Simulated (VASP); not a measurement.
# BaTiO3 (Pm-3m) in VASP: a series of runs, part 2 of 2

VASP 6.6.1.

**5. Single point, PBEsol**

Contents of INCAR:

```
PREC = Accurate
ENCUT = 910
EDIFF = 1E-6
ISMEAR = 0
SIGMA = 0.01
LREAL = F
LASPH = T
NELM = 120
ALGO = Normal
ISIF = 2
LWAVE = F
LCHARG = T
GGA = PS
LELF = T
LVHAR = T
NBANDS = 28
GGA_COMPAT = F
```

Contents of KPOINTS:

```
Automatic mesh
0
Gamma
  4 4 4
```

Contents of POSCAR:

```
BaTiO3
1.0
    4.0060000000      0.0000000000      0.0000000000
    0.0000000000      4.0060000000      0.0000000000
    0.0000000000      0.0000000000      4.0060000000
Ba Ti O
1 1 3
Direct
    0.5000000000      0.5000000000      0.5000000000
    0.0000000000      0.0000000000      0.0000000000
    0.5000000000      0.0000000000      0.0000000000
    0.0000000000      0.5000000000      0.0000000000
    0.0000000000      0.0000000000      0.5000000000
```

Potentials or basis: VASP PAW PBE potentials, release 64 (Ba_sv, Ti_sv, O_h).

Run with:

```sh
$ cat potpaw_PBE.64/Ba_sv/POTCAR potpaw_PBE.64/Ti_sv/POTCAR potpaw_PBE.64/O_h/POTCAR > POTCAR
$ mpirun -np 1 vasp_std > vasp.out
```

OUTCAR:

```text
PREC = Accurate
   ENCUT = 910
   EDIFF = 1E-6
   ISMEAR = 0
   LREAL = F
   LASPH = T
   NELM = 120
   ISIF = 2
   GGA = PS

 ion  position               nearest neighbor table
   1  0.500  0.500  0.500-   3 2.83   4 2.83   5 2.83   3 2.83   4 2.83   3 2.83   5 2.83   3 2.83
                             4 2.83   5 2.83   4 2.83   5 2.83   2 3.47   2 3.47   2 3.47   2 3.47
   2  0.000  0.000  0.000-   3 2.00   4 2.00   5 2.00   5 2.00   4 2.00   3 2.00   1 3.47   1 3.47
                             1 3.47   1 3.47   1 3.47   1 3.47   1 3.47   1 3.47
   3  0.500  0.000  0.000-   2 2.00   2 2.00   1 2.83   1 2.83   1 2.83   1 2.83
   4  0.000  0.500  0.000-   2 2.00   2 2.00   1 2.83   1 2.83   1 2.83   1 2.83
   5  0.000  0.000  0.500-   2 2.00   2 2.00   1 2.83   1 2.83   1 2.83   1 2.83

  LATTYP: Found a simple cubic cell.
 ALAT       =     4.0060000000

  Lattice vectors:

 A1 = (   4.0060000000,   0.0000000000,   0.0000000000)
 A2 = (   0.0000000000,   4.0060000000,   0.0000000000)
 A3 = (   0.0000000000,   0.0000000000,   4.0060000000)

Analysis of symmetry for initial positions (statically):
=====================================================================
 Subroutine PRICEL returns:
 Original cell was already a primitive cell.

 Routine SETGRP: Setting up the symmetry group for a
 simple cubic supercell.

 Subroutine GETGRP returns: Found 48 space group operations
 (whereof 48 operations were pure point group operations)
 out of a pool of 48 trial point group operations.

The static configuration has the point symmetry O_h .

Analysis of symmetry for dynamics (positions and initial velocities):
=====================================================================
 Subroutine PRICEL returns:
 Original cell was already a primitive cell.

 Routine SETGRP: Setting up the symmetry group for a
 simple cubic supercell.

 Subroutine GETGRP returns: Found 48 space group operations
 (whereof 48 operations were pure point group operations)
 out of a pool of 48 trial point group operations.

The dynamic configuration has the point symmetry O_h .

 Subroutine INISYM returns: Found 48 space group operations
 (whereof 48 operations are pure point group operations),
 and found     1 'primitive' translations

----------------------------------------------------------------------------------------

                                     Primitive cell

  volume of cell :      64.2884

  direct lattice vectors                    reciprocal lattice vectors
     4.006000000  0.000000000  0.000000000     0.249625562  0.000000000  0.000000000
     0.000000000  4.006000000  0.000000000     0.000000000  0.249625562  0.000000000
     0.000000000  0.000000000  4.006000000     0.000000000  0.000000000  0.249625562

  length of vectors
     4.006000000  4.006000000  4.006000000     0.249625562  0.249625562  0.249625562

  position of ions in fractional coordinates (direct lattice)
     0.500000000  0.500000000  0.500000000
     0.000000000  0.000000000  0.000000000
     0.500000000  0.000000000  0.000000000
     0.000000000  0.500000000  0.000000000
     0.000000000  0.000000000  0.500000000

  ion indices of the primitive-cell ions
   primitive index   ion index
[... 33 lines left out ...]
            Coordinates               Weight
  0.000000  0.000000  0.000000      1.000000
  0.250000  0.000000  0.000000      6.000000
  0.500000  0.000000  0.000000      3.000000
  0.250000  0.250000  0.000000     12.000000
  0.500000  0.250000  0.000000     12.000000
  0.500000  0.500000  0.000000      3.000000
  0.250000  0.250000  0.250000      8.000000
  0.500000  0.250000  0.250000     12.000000
  0.500000  0.500000  0.250000      6.000000
  0.500000  0.500000  0.500000      1.000000
   k-points           NKPTS =     10   k-points in BZ     NKDIM =     10   number of bands    NBANDS=     28
   number of dos      NEDOS =    301   number of ions     NIONS =      5
   total plane-waves  NPLWV =  64000
   dimension x,y,z NGX =    40 NGY =   40 NGZ =   40
   dimension x,y,z NGXF=    80 NGYF=   80 NGZF=   80
   ions per type =               1   1   3
   NGX,Y,Z   is equivalent  to a cutoff of  16.60, 16.60, 16.60 a.u.
   NGXF,Y,Z  is equivalent  to a cutoff of  33.20, 33.20, 33.20 a.u.
 SYSTEM =  unknown system
   PREC   = accura    normal or accurate (medium, high low for compatibility)
   ISTART =      0    job   : 0-new  1-cont  2-samecut
   ICHARG =      2    charge: 1-file 2-atom 10-const
   ISPIN  =      1    spin polarized calculation?
   LNONCOLLINEAR =      F non collinear calculations
   LSORBIT =      F    spin-orbit coupling
   LASPH  =      T    aspherical Exc in radial PAW
   ENCUT  =  910.0 eV  66.88 Ry    8.18 a.u.   9.85  9.85  9.85*2*pi/ulx,y,z
   NELM   =    120;   NELMIN=  2; NELMDL= -5     # of ELM steps
   EDIFF  = 0.1E-05   stopping-criterion for ELM
   LREAL  =      F    real-space projection
   EDIFFG = 0.1E-04   stopping-criterion for IOM
   NSW    =      0    number of steps for IOM
   IBRION =     -1    ionic relax: 0-MD 1-quasi-New 2-CG
   NFREE  =      0    steps in history (QN), initial steepest desc. (CG)
   ISIF   =      2    stress and relaxation
   ISYM   =      2    0-nonsym 1-usesym 2-fastsym
   POTIM  = 0.5000    time-step for ionic-motion
   TEBEG  =    0.0;   TEEND  =   0.0 temperature during run
   PSTRESS=    0.0 pullay stress
   NELECT =      40.0000    total number of electrons
   NUPDOWN=      -1.0000    fix difference up-down
   EMIN   =  10.00;   EMAX   =-10.00  energy-range for DOS
   EFERMI =   0.00;   METHOD = LEGACY
   ISMEAR =     0;   SIGMA  =   0.01  broadening in eV -4-tet -1-fermi 0-gaus
   EFERMI_NEDOS =   21; number of points for ismear=-14 and -15
   IALGO  =     38    algorithm
   IMIX   =      4    mixing-type and parameters
     AMIX     =   0.40;   BMIX     =  1.00
     AMIX_MAG =   1.60;   BMIX_MAG =  1.00
  volume/ion in A,a.u.               =      12.86        86.77
  Fermi-wavevector in a.u.,A,eV,Ry     =   1.397603  2.641087 26.576187  1.953295
  Thomas-Fermi vector in A             =   2.520843
   LORBIT       =      0    0 simple, 1 ext, 2 COOP (PROOUT), +10 PAW based schemes
   GGA     = PS    functional components
   LHFCALC =     F    Hartree Fock is set to
   AEXX    =    0.0000 exact exchange contribution
   IVDW    =     0    specifies the selected vdW correction
   LEPSILON=     F    determine dielectric tensor
   LRPA    =     F    only Hartree local field effects (RPA)
 non-spin polarized calculation
 Gauss-broadening in eV      SIGMA  =   0.01
  energy-cutoff  :      910.00
  volume of cell :       64.29
 maximum number of plane-waves:      4032
 NGX is ok and might be reduce to    40
   NGX = 19   NGY = 19   NGZ = 19

 number of electron      40.0000008 magnetization

 Free energy of the ion-electron system (eV)
  ---------------------------------------------------
  ext. energy  EPLUGINS =         0.00000000
  ---------------------------------------------------
  free energy    TOTEN  =       -41.97687145 eV

  energy without entropy =      -41.97687145  energy(sigma->0) =      -41.97687145

 E-fermi :   4.1188     XC(G=0): -11.5084

 val. band max:        4.0301297976   @ k =   0.5000   0.5000   0.5000
 cond. band min:       5.7101300275   @ k =   0.0000   0.0000   0.0000
 fundamental gap:      1.6800002299
 Fermi energy:         4.1188257855

 k-point     1 :       0.0000    0.0000    0.0000
  band No.  band energies     occupation
      1     -52.3742      2.00000
      2     -28.6949      2.00000
      3     -28.6949      2.00000
      4     -28.6949      2.00000
      5     -20.7331      2.00000
      6     -12.7777      2.00000
[... 299 lines left out ...]
     27      11.7104      0.00000
     28      11.7104      0.00000

------------------------ aborting loop because EDIFF is reached ----------------------------------------

  FORCE on cell =-STRESS in cart. coord.  units (eV):
  Direction    XX          YY          ZZ          XY          YZ          ZX
  --------------------------------------------------------------------------------------
  -------------------------------------------------------------------------------------
  Total       -1.2343017     -1.2343017     -1.2343017     -0.0000000     -0.0000000      0.0000000
  in kB      -30.7609026    -30.7609026    -30.7609026     -0.0000000     -0.0000000      0.0000000
  external PRESSURE =     -30.7609026 kB  Pullay stress =       0.0000000 kB

 VOLUME and BASIS-vectors are now :
 -----------------------------------------------------------------------------
  energy-cutoff  :      910.00
  volume of cell :       64.29
      direct lattice vectors                 reciprocal lattice vectors
     4.006000000  0.000000000  0.000000000     0.249625562  0.000000000  0.000000000
     0.000000000  4.006000000  0.000000000     0.000000000  0.249625562  0.000000000
     0.000000000  0.000000000  4.006000000     0.000000000  0.000000000  0.249625562

 POSITION                                       TOTAL-FORCE (eV/Angst)
 -----------------------------------------------------------------------------------
      2.00300      2.00300      2.00300         0.000000      0.000000      0.000000
      0.00000      0.00000      0.00000         0.000000      0.000000      0.000000
      2.00300      0.00000      0.00000         0.000000      0.000000      0.000000
      0.00000      2.00300      0.00000         0.000000      0.000000      0.000000
      0.00000      0.00000      2.00300         0.000000      0.000000      0.000000
 -----------------------------------------------------------------------------------
    total drift:                               -0.000000      0.000000     -0.000000

  FREE ENERGIE OF THE ION-ELECTRON SYSTEM (eV)
  ---------------------------------------------------
  free  energy   TOTEN  =       -41.9768714517 eV

  energy  without entropy=      -41.9768714517  energy(sigma->0) =      -41.97687145
```

OSZICAR:

```text
N       E                     dE             d eps       ncg     rms          rms(c)
DAV:   1     0.571637251290E+03    0.57164E+03   -0.28533E+04   560   0.231E+03
DAV:   2     0.492500086343E+02   -0.52239E+03   -0.49406E+03   608   0.517E+02
DAV:   3    -0.461505871798E+02   -0.95401E+02   -0.91402E+02   756   0.185E+02
DAV:   4    -0.521021490472E+02   -0.59516E+01   -0.59232E+01   744   0.456E+01
DAV:   5    -0.523024049747E+02   -0.20026E+00   -0.20009E+00   816   0.830E+00    0.227E+01
DAV:   6    -0.421835912992E+02    0.10119E+02   -0.52662E+01   804   0.635E+01    0.981E+00
DAV:   7    -0.421238648382E+02    0.59726E-01   -0.88394E+00   752   0.202E+01    0.648E+00
DAV:   8    -0.419751946109E+02    0.14867E+00   -0.10720E+00   660   0.925E+00    0.251E+00
DAV:   9    -0.419979542002E+02   -0.22760E-01   -0.21238E-01   744   0.308E+00    0.128E+00
DAV:  10    -0.419781028146E+02    0.19851E-01   -0.10046E-01   684   0.292E+00    0.351E-01
DAV:  11    -0.419769058057E+02    0.11970E-02   -0.71197E-03   824   0.641E-01    0.712E-02
DAV:  12    -0.419768934201E+02    0.12386E-04   -0.11375E-03   644   0.337E-01    0.660E-02
DAV:  13    -0.419768731727E+02    0.20247E-04   -0.11481E-04   780   0.819E-02    0.194E-02
DAV:  14    -0.419768734589E+02   -0.28625E-06   -0.30888E-05   716   0.350E-02    0.172E-02
DAV:  15    -0.419768716162E+02    0.18427E-05   -0.52457E-06   648   0.207E-02    0.372E-03
DAV:  16    -0.419768714517E+02    0.16448E-06   -0.53367E-07   368   0.549E-03
   1 F= -.41976871E+02 E0= -.41976871E+02  d E =-.180515E-37
```

stdout:

```text
POSCAR found type information on POSCAR BaTiO
 POSCAR found :  3 types and       5 ions
 scaLAPACK will be used
 -----------------------------------------------------------------------------
|                                                                             |
|                                                                             |
|     You enforced a specific xc type in the INCAR file but a different       |
|     I HOPE YOU KNOW WHAT YOU ARE DOING!                                     |
|                                                                             |
 -----------------------------------------------------------------------------

 LDA part: xc-table for (Slater+PW92), standard interpolation
 POSCAR, INCAR and KPOINTS ok, starting setup
 FFT: planning ... GRIDC
 FFT: planning ... GRID_SOFT
 FFT: planning ... GRID
 WAVECAR not read
 entering main loop
```

It took 29 s on 1 thread of AMD EPYC 9R45 (Zen 5), shared host; peak memory 0.22 GiB.

What came out:

| Quantity | Value |
| --- | --- |
| Free energy | -41.9769 eV |
| Pressure | -3.1 GPa |
| Band gap on the k mesh | 1.68 eV, indirect (least direct gap 1.82 eV) |

Levels at points of the mesh, in eV from the valence-band top:
| k point | band 17 | band 18 | band 19 | band 20 | band 21 | band 22 | band 23 | band 24 |
| --- | --- | --- | --- | --- | --- | --- | --- | --- |
| (0.00, 0.00, 0.00) | -1.11 | -0.14 | -0.14 | -0.14 | 1.68 | 1.68 | 1.68 | 3.90 |
| (0.50, 0.00, 0.00) | -1.85 | -1.85 | -0.72 | -0.72 | 1.84 | 3.46 | 3.46 | 3.91 |
| (0.50, 0.50, 0.00) | -1.74 | -0.88 | -0.88 | -0.09 | 3.47 | 3.47 | 3.88 | 4.74 |
| (0.50, 0.50, 0.50) | -2.42 | 0.00 | 0.00 | 0.00 | 4.14 | 4.14 | 4.14 | 6.62 |

Caveat: the cutoff is under 1.25 times the usual one of these potentials, so pressure, stress and relaxed cells hold a basis-set (Pulay) error; the PAW data sets were made with another functional, which shifts forces and pressure a little; spin-orbit coupling is left out, which moves the levels of the heavy elements. A k mesh can miss the band edges.

**6. The runs side by side**

```tsv
potentials or basis	k mesh	cutoff (eV)	second run	gap on the mesh (eV)	pressure (GPa)
VASP PAW PBE potentials, release 64 (Ba_sv, Ti_sv, O)	6 × 6 × 6	520	-	1.69	-2.8
VASP PAW PBE potentials, release 64 (Ba_sv, Ti_sv, O)	7 × 7 × 7	520	-	1.76	-2.8
VASP PAW PBE potentials, release 64 (Ba_sv, Ti_sv, O_h)	3 × 3 × 3	910	hard_potentials	1.76	-2.8
VASP PAW PBE potentials, release 64 (Ba_sv, Ti_sv, O_h)	4 × 4 × 4	910	hard_potentials	1.68	-3.1
```

Alike in all rows: task single point; level PBEsol; no spin polarisation; cell as given; smearing gaussian 0.01 eV.

Caveats: some runs use coarse meshes; the PAW data sets were made with another functional, which shifts forces and pressure a little; spin-orbit coupling is left out, which moves the levels of the heavy elements; the cutoff is under 1.25 times the usual one of these potentials, so pressure, stress and relaxed cells hold a basis-set (Pulay) error (some runs).

Absolute energies hang on the potentials; compare differences alone.
